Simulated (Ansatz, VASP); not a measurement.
SiC in VASP and in Ansatz

INCAR

```
SYSTEM = SiC
ALGO = Normal
EDIFF = 1E-7
ENCUT = 520
GGA = PE
ISIF = 2
ISMEAR = 0
LASPH = .True.
LCHARG = .False.
LREAL = .False.
LWAVE = .False.
NBANDS = 11
NELM = 80
PREC = Accurate
SIGMA = 0.05
```

File KPOINTS:

```
k-points
0
Gamma
  10 10 10
  0 0 0
```

The input POSCAR:

```
SiC
1.0
    0.0000000000      2.1898640950      2.1898640950
    2.1898640950      0.0000000000      2.1898640950
    2.1898640950      2.1898640950      0.0000000000
Si C
1 1
Direct
    0.0000000000      0.0000000000      0.0000000000
    0.8184974014      0.8184974014      0.6330676215
```

Input for Ansatz:

```yaml
crystal:
  lattice:
    - [0.0, 2.189864095, 2.189864095]
    - [2.189864095, 0.0, 2.189864095]
    - [2.189864095, 2.189864095, 0.0]
  atoms:
    - { symbol: Si, position: [0.0, 0.0, 0.0] }
    - { symbol: C, position: [0.8184974014, 0.8184974014, 0.6330676215] }
basis:
  ecutwfc: 420
kpoints:
  mp_grid: { grid: [10, 10, 10] }
hamiltonian:
  xc: pbe
scf:
  occupations: { method: gaussian, width: 0.05 }
output:
  forces: true
  stress: true
  eigenvalues: true
```

Alike in both runs: task single point; functional PBE; k mesh 10 × 10 × 10; occupations gaussian, width 0.05 eV; no spin polarisation.

```csv
,VASP,Ansatz
version,VASP 6.6.1,Ansatz 0.2.0
potentials or method,"VASP PAW PBE potentials, release 64 (Si, C), cutoff 520 eV","scalar-relativistic, plane waves, PAW"
valence electrons in the cell,8,8
```

Ansatz gave:

```
gap on the k mesh at the Fermi level (eV)                     : 0.11
least direct gap on the mesh (eV)                             : 3.81
pressure (GPa)                                                : 16.5
traceless stress, the component that is largest in VASP (GPa) : 26.04
rms of the force components (eV/Å)                            : 5.273
```

Question: Estimate VASP's values.

Answer: gap on the k mesh at the Fermi level (eV): 0.10; least direct gap on the mesh (eV): 3.80; pressure (GPa): 16.4; traceless stress, the component that is largest in VASP (GPa): 26.00; rms of the force components (eV/Å): 5.270.

Atom by atom the forces differ by 0.004 eV/Å (rms over components).
